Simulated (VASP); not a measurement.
## Al3BP2: single point with PBE

Al3BP2:

```
Al B P
1.0
     3.89520   -0.22905    0.19417
    -0.04255    6.67434   -0.71835
     0.78593    1.53621    7.66750
Al B P
6 2 4
Direct
  0.00961 0.63861 0.20730
  0.99475 0.36272 0.72925
  0.55231 0.18646 0.32606
  0.57416 0.81211 0.78918
  0.45225 0.38502 0.00061
  0.48453 0.61703 0.48295
  0.47965 0.49057 0.24745
  0.51056 0.50557 0.73621
  0.92695 0.15950 0.04616
  0.82669 0.08174 0.57226
  0.15182 0.89121 0.41006
  0.03673 0.86947 0.95250
```

* Program: VASP 6.6.1
* Task: single point
* Functional: PBE
* Potentials or basis: VASP PAW PBE potentials, release 64 (Al, B, P)
* Cutoff: 520 eV
* k mesh: 4 × 4 × 2
* Occupations: gaussian, width 0.1 eV
* Spin: no spin polarisation

The pressure is -0.1 GPa and the largest force is 0.038 eV/Å. The band gap on the k mesh is 0.08 eV (least direct gap 0.74 eV).

Forces in eV/Å, atoms in the order of the input:
```
Al   0.001  0.014  0.018
Al  -0.005  0.005 -0.003
Al   0.003 -0.001  0.009
Al   0.009  0.007 -0.005
Al   0.003 -0.007  0.006
Al  -0.003  0.012  0.018
B   -0.008 -0.004 -0.013
B    0.007  0.002 -0.021
P    0.008 -0.028 -0.015
P    0.014 -0.031 -0.017
P   -0.019  0.005  0.014
P   -0.010  0.026  0.011
```

Levels at points of the mesh, in eV from the valence-band top:
```csv
k point,band 18,band 19,band 20,band 21,band 22,band 23,band 24,band 25,band 26,band 27
"(0.00, 0.00, 0.00)",-0.98,-0.79,-0.72,-0.43,0.00,1.35,1.94,2.01,2.41,2.48
"(0.50, 0.00, 0.00)",-2.22,-1.77,-1.41,-0.90,-0.23,1.22,1.93,2.41,2.67,2.90
"(0.00, 0.50, 0.00)",-1.58,-1.27,-0.82,-0.55,-0.10,0.66,1.40,2.02,2.63,2.73
"(0.50, 0.50, 0.00)",-1.90,-1.68,-1.07,-1.02,-0.66,0.08,1.22,1.53,2.23,2.42
"(0.00, 0.00, 0.50)",-1.12,-0.88,-0.67,-0.51,-0.33,1.49,2.48,2.64,2.75,3.03
"(0.50, 0.00, 0.50)",-1.88,-1.74,-1.58,-1.20,-0.93,1.53,1.95,2.39,2.57,2.88
"(0.00, 0.50, 0.50)",-1.44,-0.97,-0.64,-0.31,-0.05,1.44,1.70,2.05,2.41,2.62
"(0.50, 0.50, 0.50)",-2.02,-1.65,-1.40,-1.33,-0.92,1.21,1.42,1.99,2.22,2.44
```

Wall time 66 s on 1 thread of Intel(R) Xeon(R) 6975P-C (Granite Rapids), with other jobs on the host, peak memory 0.33 GiB.

A k mesh can miss the band edges.
